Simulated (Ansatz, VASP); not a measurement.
## P: VASP beside Ansatz

File POSCAR:

```
P
1.0
    1.6538346590     -5.4984059606      0.0000000000
    1.6538346590      5.4984059606      0.0000000000
    0.0000000000      0.0000000000      4.5468944061
P
4
Direct
    0.0955109276      0.9044890724      0.9118095445
    0.5955109276      0.4044890724      0.5881904555
    0.9044890724      0.0955109276      0.0881904555
    0.4044890724      0.5955109276      0.4118095445
```

Contents of INCAR.step1:

```
  PREC = Accurate
  ENCUT = 520
  ISMEAR = -1
  SIGMA = 0.05
  LREAL = False
  LASPH = True
  NELM = 100
  NBANDS = 18
  GGA = PE
  ALGO = Normal
  EDIFF = 1E-4
  LWAVE = True
  LCHARG = False
```

The input INCAR.step2:

```
  PREC = Accurate
  ENCUT = 520
  EDIFF = 1E-7
  ISMEAR = -1
  SIGMA = 0.05
  LREAL = False
  LASPH = True
  NELM = 100
  ALGO = Normal
  ISIF = 2
  LWAVE = False
  LCHARG = True
  METAGGA = R2SCAN
  LMIXTAU = True
  LELF = True
  LVHAR = True
  NBANDS = 18
  ISTART = 1
```

File KPOINTS:

```
Automatic mesh
0
Gamma
  2 2 1
```

Input for Ansatz:

```yaml
crystal:
  lattice:
    - [1.653834659, -5.4984059606, 0.0]
    - [1.653834659, 5.4984059606, 0.0]
    - [0.0, 0.0, 4.5468944061]
  atoms:
    - { symbol: P, position: [0.0955109276, 0.9044890724, 0.9118095445] }
    - { symbol: P, position: [0.5955109276, 0.4044890724, 0.5881904555] }
    - { symbol: P, position: [0.9044890724, 0.0955109276, 0.0881904555] }
    - { symbol: P, position: [0.4044890724, 0.5955109276, 0.4118095445] }
hamiltonian:
  xc: r2scan
  pseudopotentials:
    kind: paw
    azcp:
      P: "pseudopotentials/P.paw.azcp"
basis:
  ecutwfc: 500
  fft_grid_basis: typed
kpoints:
  mp_grid: { grid: [2, 2, 1], shift: [0, 0, 0] }
magnetization:
  spin_polarized: false
scf:
  occupations: { method: fermi_dirac, width: 0.05 }
  lower_state_search: "off"
output:
  stress: true
```

Alike in both runs: task single point; functional r2SCAN; k mesh 2 × 2 × 1; occupations fermi-dirac, width 0.05 eV; no spin polarisation.

|  | VASP | Ansatz |
| --- | --- | --- |
| version | VASP 6.6.1 | Ansatz 0.2.0 |
| potentials or method | VASP PAW PBE potentials, release 64 (P), cutoff 520 eV | plane waves (500 eV) with PAW, scalar-relativistic |
| valence electrons in the cell | 20 | 20 |

|  | VASP | Ansatz | Ansatz less VASP |
| --- | --- | --- | --- |
| pressure (GPa) | 4.4 | 4.9 | +0.54 |
| traceless stress, the component that is largest in VASP (GPa) | -12.63 | -12.58 | +0.052 |

VASP's potentials were made for PBE, not for r2SCAN. With one functional, cell and mesh, what is left measures potentials, basis and numerics.

The k mesh is coarse, so the values compare programs but aren't converged.
